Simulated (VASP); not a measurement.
# Y (Pm-3m) in VASP: single point with PBEsol

Aim: the single point of Y with PBEsol.

All numbers are computed with VASP 6.6.1; they aren't measurements. Logs are shortened: lines on timing, memory, paths and dates and some standing lists are left out, and cuts for length are marked.

## 1. The cell of the first run

Symmetry: Pm-3m, No. 221, cubic system. Conventional cell: a = 3.201 Å, b = 3.201 Å, c = 3.201 Å, α = 90.00°, β = 90.00°, γ = 90.00°. Y (site symmetry m-3m) has 6 Y at 3.20 Å within 4.2 Å.

## 2. Single point, PBEsol

The input, INCAR:

```
ALGO = Normal
EDIFF = 1E-6
ENCUT = 520
GGA = PS
ISIF = 2
ISMEAR = -1
LASPH = T
LCHARG = F
LREAL = F
LWAVE = F
NBANDS = 12
NELM = 80
PREC = Accurate
SIGMA = 0.13605693000000002
```

The input, KPOINTS:

```
k-points
0
Gamma
  10 10 10
```

The input, POSCAR:

```
Y
1.0
    3.2013015539      0.0000000000      0.0000000000
    0.0000000000      3.2013015539      0.0000000000
    0.0000000000      0.0000000000      3.2013015539
Y
1
Direct
    0.0000000000      0.0000000000      0.0000000000
```

Potentials or basis: VASP PAW PBE potentials, release 64 (Y_sv).

The run is started by

```
$ cat potpaw_PBE.64/Y_sv/POTCAR > POTCAR
$ mpirun -np 1 vasp_std > vasp.out
```

OUTCAR:

```text
EDIFF = 1E-6
   ENCUT = 520
   GGA = PS
   ISIF = 2
   ISMEAR = -1
   LASPH = T
   LREAL = F
   NELM = 80
   PREC = Accurate

 ion  position               nearest neighbor table
   1  0.000  0.000  0.000-

  LATTYP: Found a simple cubic cell.
 ALAT       =     3.2013015539

  Lattice vectors:

 A1 = (   3.2013015539,   0.0000000000,   0.0000000000)
 A2 = (   0.0000000000,   3.2013015539,   0.0000000000)
 A3 = (   0.0000000000,   0.0000000000,   3.2013015539)

Analysis of symmetry for initial positions (statically):
=====================================================================
 Subroutine PRICEL returns:
 Original cell was already a primitive cell.

 Routine SETGRP: Setting up the symmetry group for a
 simple cubic supercell.

 Subroutine GETGRP returns: Found 48 space group operations
 (whereof 48 operations were pure point group operations)
 out of a pool of 48 trial point group operations.

The static configuration has the point symmetry O_h .

Analysis of symmetry for dynamics (positions and initial velocities):
=====================================================================
 Subroutine PRICEL returns:
 Original cell was already a primitive cell.

 Routine SETGRP: Setting up the symmetry group for a
 simple cubic supercell.

 Subroutine GETGRP returns: Found 48 space group operations
 (whereof 48 operations were pure point group operations)
 out of a pool of 48 trial point group operations.

The dynamic configuration has the point symmetry O_h .

 Subroutine INISYM returns: Found 48 space group operations
 (whereof 48 operations are pure point group operations),
 and found     1 'primitive' translations

----------------------------------------------------------------------------------------

                                     Primitive cell

  volume of cell :      32.8080

  direct lattice vectors                    reciprocal lattice vectors
     3.201301554  0.000000000  0.000000000     0.312372947  0.000000000  0.000000000
     0.000000000  3.201301554  0.000000000     0.000000000  0.312372947  0.000000000
     0.000000000  0.000000000  3.201301554     0.000000000  0.000000000  0.312372947

  length of vectors
     3.201301554  3.201301554  3.201301554     0.312372947  0.312372947  0.312372947

  position of ions in fractional coordinates (direct lattice)
     0.000000000  0.000000000  0.000000000

  ion indices of the primitive-cell ions
   primitive index   ion index
                 1           1
[... 73 lines left out ...]
   LREAL  =      F    real-space projection
   EDIFFG = 0.1E-04   stopping-criterion for IOM
   NSW    =      0    number of steps for IOM
   IBRION =     -1    ionic relax: 0-MD 1-quasi-New 2-CG
   NFREE  =      0    steps in history (QN), initial steepest desc. (CG)
   ISIF   =      2    stress and relaxation
   ISYM   =      2    0-nonsym 1-usesym 2-fastsym
   POTIM  = 0.5000    time-step for ionic-motion
   TEBEG  =    0.0;   TEEND  =   0.0 temperature during run
   PSTRESS=    0.0 pullay stress
   NELECT =      11.0000    total number of electrons
   NUPDOWN=      -1.0000    fix difference up-down
   EMIN   =  10.00;   EMAX   =-10.00  energy-range for DOS
   EFERMI =   0.00;   METHOD = LEGACY
   ISMEAR =    -1;   SIGMA  =   0.14  broadening in eV -4-tet -1-fermi 0-gaus
   EFERMI_NEDOS =   21; number of points for ismear=-14 and -15
   IALGO  =     38    algorithm
   IMIX   =      4    mixing-type and parameters
     AMIX     =   0.40;   BMIX     =  1.00
     AMIX_MAG =   1.60;   BMIX_MAG =  1.00
  volume/ion in A,a.u.               =      32.81       221.40
  Fermi-wavevector in a.u.,A,eV,Ry     =   1.137311  2.149206 17.598806  1.293476
  Thomas-Fermi vector in A             =   2.274016
   LORBIT       =      0    0 simple, 1 ext, 2 COOP (PROOUT), +10 PAW based schemes
   GGA     = PS    functional components
   LHFCALC =     F    Hartree Fock is set to
   AEXX    =    0.0000 exact exchange contribution
   IVDW    =     0    specifies the selected vdW correction
   LEPSILON=     F    determine dielectric tensor
   LRPA    =     F    only Hartree local field effects (RPA)
 non-spin polarized calculation
  energy-cutoff  :      520.00
  volume of cell :       32.81
 maximum number of plane-waves:       912
 NGX is ok and might be reduce to    24
   NGX = 11   NGY = 11   NGZ = 11

 number of electron      11.0000002 magnetization

 Free energy of the ion-electron system (eV)
  ---------------------------------------------------
  ext. energy  EPLUGINS =         0.00000000
  ---------------------------------------------------
  free energy    TOTEN  =        -6.09469949 eV

  energy without entropy =       -5.95866482  energy(sigma->0) =       -6.02668216

 E-fermi :   2.8749     XC(G=0):  -9.4849

 val. band max:        2.8606822833   @ k =   0.4000   0.0000   0.0000
 cond. band min:       2.8800796052   @ k =   0.5000   0.2000   0.2000
 fundamental gap:      0.0193973219
 Fermi energy:         2.8749149470

 k-point     1 :       0.0000    0.0000    0.0000
  band No.  band energies     occupation
      1     -39.9116      2.00000
      2     -19.5164      2.00000
      3     -19.5164      2.00000
      4     -19.5164      2.00000
      5      -1.6876      2.00000
      6       2.1924      1.98683
      7       2.1924      1.98683
      8       8.4257      0.00000
      9       8.4257      0.00000
     10       8.4257      0.00000
     11      13.4011      0.00000
     12      13.4011      0.00000
[... 331 lines left out ...]
 k-point    24 :       0.3000    0.1000    0.1000
  band No.  band energies     occupation
      1     -39.8404      2.00000
      2     -20.0618      2.00000
      3     -19.5460      2.00000
      4     -19.5373      2.00000
      5       0.2251      2.00000
      6       2.9779      0.63862
      7       3.3759      0.04909
      8       6.0072      0.00000
      9       6.2712      0.00000
     10       7.8979      0.00000
     11      10.9719      0.00000
     12      14.8399      0.00000

 [... further k-points ...]
[... 5 lines left out ...]
  --------------------------------------------------------------------------------------
  -------------------------------------------------------------------------------------
  Total        0.0067663      0.0067663      0.0067663     -0.0000000     -0.0000000      0.0000000
  in kB        0.3304339      0.3304339      0.3304339     -0.0000000     -0.0000000      0.0000000
  external PRESSURE =       0.3304339 kB  Pullay stress =       0.0000000 kB

 VOLUME and BASIS-vectors are now :
 -----------------------------------------------------------------------------
  energy-cutoff  :      520.00
  volume of cell :       32.81
      direct lattice vectors                 reciprocal lattice vectors
     3.201301554  0.000000000  0.000000000     0.312372947  0.000000000  0.000000000
     0.000000000  3.201301554  0.000000000     0.000000000  0.312372947  0.000000000
     0.000000000  0.000000000  3.201301554     0.000000000  0.000000000  0.312372947

 POSITION                                       TOTAL-FORCE (eV/Angst)
 -----------------------------------------------------------------------------------
      0.00000      0.00000      0.00000         0.000000      0.000000      0.000000
 -----------------------------------------------------------------------------------
    total drift:                                0.000000      0.000000      0.000000

  FREE ENERGIE OF THE ION-ELECTRON SYSTEM (eV)
  ---------------------------------------------------
  free  energy   TOTEN  =        -6.0946994910 eV

  energy  without entropy=       -5.9586648248  energy(sigma->0) =       -6.02668216
```

OSZICAR:

```text
N       E                     dE             d eps       ncg     rms          rms(c)
DAV:   1     0.237711069277E+02    0.23771E+02   -0.55371E+03  1344   0.826E+02
DAV:   2    -0.505559611980E+01   -0.28827E+02   -0.27973E+02  1636   0.163E+02
DAV:   3    -0.630210813424E+01   -0.12465E+01   -0.12043E+01  1956   0.209E+01
DAV:   4    -0.632124504787E+01   -0.19137E-01   -0.19106E-01  1564   0.258E+00
DAV:   5    -0.632158871620E+01   -0.34367E-03   -0.34361E-03  1792   0.258E-01    0.198E+01
DAV:   6    -0.612341622704E+01    0.19817E+00   -0.23038E-01  1476   0.298E+00    0.117E+01
DAV:   7    -0.609740591653E+01    0.26010E-01   -0.26170E-01  1588   0.312E+00    0.110E+00
DAV:   8    -0.609501997066E+01    0.23859E-02   -0.40614E-02  1520   0.144E+00    0.260E-01
DAV:   9    -0.609476358130E+01    0.25639E-03   -0.87269E-04  1552   0.258E-01    0.125E-01
DAV:  10    -0.609470498049E+01    0.58601E-04   -0.22573E-04  1592   0.126E-01    0.239E-02
DAV:  11    -0.609470011931E+01    0.48612E-05   -0.30748E-05  1532   0.387E-02    0.178E-02
DAV:  12    -0.609469949101E+01    0.62829E-06   -0.27531E-06  1484   0.136E-02
   1 F= -.60946995E+01 E0= -.60266822E+01  d E =-.136035E+00
```

stdout:

```text
POSCAR found type information on POSCAR Y
 POSCAR found :  1 types and       1 ions
 scaLAPACK will be used
 -----------------------------------------------------------------------------
|                                                                             |
|                                                                             |
|     You enforced a specific xc type in the INCAR file but a different       |
|     I HOPE YOU KNOW WHAT YOU ARE DOING!                                     |
|                                                                             |
 -----------------------------------------------------------------------------

 LDA part: xc-table for (Slater+PW92), standard interpolation
 POSCAR, INCAR and KPOINTS ok, starting setup
 FFT: planning ... GRIDC
 FFT: planning ... GRID_SOFT
 FFT: planning ... GRID
 WAVECAR not read
 entering main loop
```

It took 7.7 s on 1 thread of Intel Xeon 6975P-C, shared host; peak memory 0.16 GiB.

Results:

* Free energy: -6.0947 eV
* Pressure: 0.0 GPa

Caveat: the PAW data sets were made with another functional, which shifts forces and pressure a little.
